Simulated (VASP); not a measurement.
# Si (Fd-3m) in VASP: vibrations by perturbation theory with LDA

Aim: the vibrations by perturbation theory of Si with LDA.

All numbers are computed with VASP 6.6.1; they aren't measurements. Logs are shortened: lines on timing, memory, paths and dates and some standing lists are left out, and cuts for length are marked.

## (1) The cell of the first run

The structure is cubic, space group Fd-3m (No. 227). Conventional cell: a = 5.402 Å, b = 5.402 Å, c = 5.402 Å, α = 90.00°, β = 90.00°, γ = 90.00°. Within 3.1 Å of Si (site symmetry -43m) lie 4 Si at 2.34 Å.

## (2) Vibrations by perturbation theory, LDA

Contents of INCAR:

```
SYSTEM = Si
PREC = Accurate ; ENCUT = 520
EDIFF = 1E-8 ; ISMEAR = 0
SIGMA = 0.01 ; LREAL = .False.
LASPH = .True. ; NELM = 80
ALGO = Normal ; ISIF = 2
LWAVE = .False. ; LCHARG = .False.
GGA = CA ; NBANDS = 11
IBRION = 8 ; NSW = 1
LEPSILON = .True.
```

Contents of KPOINTS:

```
regular mesh
0
Gamma
  12 12 12
  0 0 0
```

Contents of POSCAR:

```
Si
1.0
    0.0000000000      2.7007939321      2.7007939321
    2.7007939321      0.0000000000      2.7007939321
    2.7007939321      2.7007939321      0.0000000000
Si
2
Direct
    0.5000000000      0.5000000000      0.5000000000
    0.7500000000      0.7500000000      0.7500000000
```

Potentials or basis: VASP PAW LDA potentials, release 64 (Si).

Command:

```console
$ cat potpaw_LDA.64/Si/POTCAR > POTCAR
$ mpirun -np 1 vasp_std > vasp.out
```

OUTCAR:

```text
SYSTEM = Si
   PREC = Accurate
   ENCUT = 520
   EDIFF = 1E-8
   ISMEAR = 0
   LREAL = .False.
   LASPH = .True.
   NELM = 80
   ISIF = 2
   GGA = CA
   IBRION = 8
   NSW = 1
   LEPSILON = .True.

 ion  position               nearest neighbor table
   1  0.500  0.500  0.500-   2 2.34   2 2.34   2 2.34   2 2.34
   2  0.750  0.750  0.750-   1 2.34   1 2.34   1 2.34   1 2.34

  LATTYP: Found a face centered cubic cell.
 ALAT       =     5.4015878642

  Lattice vectors:

 A1 = (   0.0000000000,   2.7007939321,   2.7007939321)
 A2 = (   2.7007939321,   0.0000000000,   2.7007939321)
 A3 = (   2.7007939321,   2.7007939321,   0.0000000000)

Analysis of symmetry for initial positions (statically):
=====================================================================
 Subroutine PRICEL returns:
 Original cell was already a primitive cell.

 Routine SETGRP: Setting up the symmetry group for a
 face centered cubic supercell.

 Subroutine GETGRP returns: Found 48 space group operations
 (whereof 24 operations were pure point group operations)
 out of a pool of 48 trial point group operations.

The static configuration has the point symmetry T_d .
 The point group associated with its full space group is O_h .

Analysis of symmetry for dynamics (positions and initial velocities):
=====================================================================
 Subroutine PRICEL returns:
 Original cell was already a primitive cell.

 Routine SETGRP: Setting up the symmetry group for a
 face centered cubic supercell.

 Subroutine GETGRP returns: Found 48 space group operations
 (whereof 24 operations were pure point group operations)
 out of a pool of 48 trial point group operations.

The dynamic configuration has the point symmetry T_d .
 The point group associated with its full space group is O_h .

 Subroutine INISYM returns: Found 48 space group operations
 (whereof 24 operations are pure point group operations),
 and found     1 'primitive' translations

----------------------------------------------------------------------------------------

                                     Primitive cell

  volume of cell :      39.4007

  direct lattice vectors                    reciprocal lattice vectors
     0.000000000  2.700793932  2.700793932    -0.185130748  0.185130748  0.185130748
     2.700793932  0.000000000  2.700793932     0.185130748 -0.185130748  0.185130748
     2.700793932  2.700793932  0.000000000     0.185130748  0.185130748 -0.185130748

  length of vectors
     3.819499408  3.819499408  3.819499408     0.320655861  0.320655861  0.320655861

  position of ions in fractional coordinates (direct lattice)
     0.500000000  0.500000000  0.500000000
     0.750000000  0.750000000  0.750000000

  ion indices of the primitive-cell ions
   primitive index   ion index
                 1           1
                 2           2

----------------------------------------------------------------------------------------

 KPOINTS: regular mesh

Automatic generation of k-mesh.
 Grid dimensions read from file:
[... 487 lines left out ...]
 ------------------------------------------------------

 Free energy of the ion-electron system (eV)
  ---------------------------------------------------
  ---------------------------------------------------
  free energy    TOTEN  =        -1.43438129 eV

  energy without entropy =       -1.43438129

------------------------ aborting loop because EDIFF is reached ----------------------------------------

--------------------------------------- Ionic step        2  -------------------------------------------

------------------------ aborting loop because EDIFF is reached ----------------------------------------

--------------------------------------- Ionic step        3  -------------------------------------------

------------------------ aborting loop because EDIFF is reached ----------------------------------------

 PIEZOELECTRIC TENSOR FIELD DIRECTION 3  (e Angst)
 -----------------------------------------------------------------------------
     0.00120 -0.00000  0.00000           (  0.00000 -0.00000  0.00000)
     0.00000  0.00120  0.00000           ( -0.00000  0.00000  0.00000)
     0.00000  0.00000 -0.00714           (  0.00000  0.00000  0.00000)

 PIEZOELECTRIC TENSOR FIELD DIRECTION 3  (C/m^2)
 -----------------------------------------------------------------------------
     0.00049 -0.00000  0.00000
     0.00000  0.00049  0.00000
     0.00000  0.00000 -0.00290

--------------------------------------- Ionic step        4  -------------------------------------------

 Free energy of the ion-electron system (eV)
  ---------------------------------------------------
  ---------------------------------------------------
  free energy    TOTEN  =        -0.01772653 eV

  energy without entropy =       -0.01772653

------------------------ aborting loop because EDIFF is reached ----------------------------------------

 INTERNAL STRAIN TENSOR  FOR ION    1  DIRECTION 1   (eV/Angst):
 -----------------------------------------------------------------------------
    -0.00674  0.00000  0.00000
     0.00000  0.00410  9.67417
     0.00000  9.67417  0.00410

 MACROSCOPIC STATIC DIELECTRIC TENSOR (including local field effects in DFT)
 ------------------------------------------------------
          13.431811    -0.000000     0.000000
           0.000000    13.431811     0.000000
          -0.000000     0.000000    13.431811
 ------------------------------------------------------

 PIEZOELECTRIC TENSOR (including local field effects)  for field in x, y, z        (e  Angst)
          XX          YY          ZZ          XY          YZ          ZX
  --------------------------------------------------------------------------------
  x    -0.00000     0.00000     0.00000     0.00000     0.00000     0.00000
  y     0.00000     0.00000    -0.00000     0.00000     0.00000    -0.00000
  z     0.00000     0.00000     0.00000     0.00000     0.00000    -0.00000

 PIEZOELECTRIC TENSOR (including local field effects)  for field in x, y, z        (C/m^2)
          XX          YY          ZZ          XY          YZ          ZX
  --------------------------------------------------------------------------------
  x    -0.00000     0.00000     0.00000     0.00000     0.00000     0.00000
  y     0.00000     0.00000    -0.00000     0.00000     0.00000    -0.00000
  z     0.00000     0.00000     0.00000     0.00000     0.00000    -0.00000

 BORN EFFECTIVE CHARGES (including local field effects) (in |e|, cummulative output)
 ---------------------------------------------------------------------------------
 ion    1
    1    -0.00000     0.00000     0.00000
    2     0.00000    -0.00000     0.00000
    3     0.00000     0.00000    -0.00000
 ion    2
    1     0.00000    -0.00000    -0.00000
    2     0.00000     0.00000    -0.00000
    3    -0.00000    -0.00000     0.00000

 INTERNAL STRAIN TENSOR FOR ION    2 for displacements in x,y,z  (eV/Angst):
          X           Y           Z          XY          YZ          ZX
  --------------------------------------------------------------------------------
  x     0.00000    -0.00000    -0.00000     0.00000    -9.67417     0.00000
  y     0.00000     0.00000     0.00000     0.00000     0.00000    -9.67417
  z    -0.00000    -0.00000     0.00000    -9.67417     0.00000     0.00000

 SECOND DERIVATIVES (NOT SYMMETRIZED)
 ------------------------------------
               1X          1Y          1Z          2X          2Y          2Z
  1X   -13.598334    0.000000    0.000000   13.598334    0.000000    0.000000
  1Y     0.000000  -13.598334    0.000000    0.000000   13.598334    0.000000
  1Z     0.000000    0.000000  -13.598334    0.000000    0.000000   13.598334
  2X    13.598334    0.000000    0.000000  -13.598334    0.000000    0.000000
  2Y     0.000000   13.598334    0.000000    0.000000  -13.598334    0.000000
  2Z     0.000000    0.000000   13.598334    0.000000    0.000000  -13.598334

 Eigenvectors and eigenvalues of the dynamical matrix
 ----------------------------------------------------

   1 f  =   15.384074 THz    96.660990 2PiTHz  513.157482 cm-1    63.623390 meV
             X         Y         Z           dx          dy          dz
      2.700794  2.700794  2.700794     0.707107    0.000000    0.000000
      4.051191  4.051191  4.051191    -0.707107    0.000000    0.000000
[... 16 lines left out ...]
   5 f  =    0.000000 THz     0.000000 2PiTHz    0.000000 cm-1     0.000000 meV
             X         Y         Z           dx          dy          dz
      2.700794  2.700794  2.700794     0.707107    0.000000    0.000000
      4.051191  4.051191  4.051191     0.707107    0.000000    0.000000

   6 f/i=    0.000000 THz     0.000001 2PiTHz    0.000007 cm-1     0.000001 meV
             X         Y         Z           dx          dy          dz
      2.700794  2.700794  2.700794     0.000000    0.160275    0.688703
      4.051191  4.051191  4.051191     0.000000    0.160275    0.688703

--------------------------------------------------------------------------------------------------------

 MACROSCOPIC STATIC DIELECTRIC TENSOR IONIC CONTRIBUTION
 ------------------------------------------------------
           0.000000    -0.000000    -0.000000
          -0.000000     0.000000    -0.000000
          -0.000000    -0.000000     0.000000
 ------------------------------------------------------

 ELASTIC MODULI CONTR FROM IONIC RELAXATION (kBar)
 Direction    XX          YY          ZZ          XY          YZ          ZX
 --------------------------------------------------------------------------------
 XX          -0.0000     -0.0000      0.0000     -0.0000      0.0000      0.0000
 YY          -0.0000     -0.0000     -0.0000     -0.0000     -0.0000      0.0000
 ZZ           0.0000     -0.0000     -0.0000      0.0000     -0.0000      0.0000
 XY          -0.0000     -0.0000      0.0000   -279.8647      0.0000      0.0000
 YZ           0.0000     -0.0000     -0.0000      0.0000   -279.8647      0.0000
 ZX           0.0000      0.0000      0.0000      0.0000      0.0000   -279.8647
 --------------------------------------------------------------------------------

 PIEZOELECTRIC TENSOR IONIC CONTR  for field in x, y, z        (C/m^2)
          XX          YY          ZZ          XY          YZ          ZX
  --------------------------------------------------------------------------------
  x     0.00000    -0.00000    -0.00000     0.00000    -0.00000     0.00000
  y     0.00000     0.00000     0.00000     0.00000     0.00000    -0.00000
  z    -0.00000    -0.00000     0.00000    -0.00000     0.00000     0.00000
```

Run time: 2.8 min. Hardware: 1 thread of Intel Xeon 6975P-C (Granite Rapids), shared host; peak memory 0.35 GiB.

What came out:

* Electronic dielectric tensor (diagonal): 13.43
* Born charges (mean of the diagonal): Si +0.00 e
* Highest phonon frequency at Γ: 513 cm⁻¹

Phonon frequencies in cm⁻¹ (negative: imaginary):
| q point | frequencies |
| --- | --- |
| (0.000, 0.000, 0.000) | 0 0 0 513 513 513 |

Electronic dielectric tensor:
```
13.43  0.00  0.00
 0.00 13.43  0.00
 0.00  0.00 13.43
```

Born effective charge tensors (e):
atom 1, Si
```
0.00 0.00 0.00
0.00 0.00 0.00
0.00 0.00 0.00
```
atom 2, Si
```
0.00 0.00 0.00
0.00 0.00 0.00
0.00 0.00 0.00
```
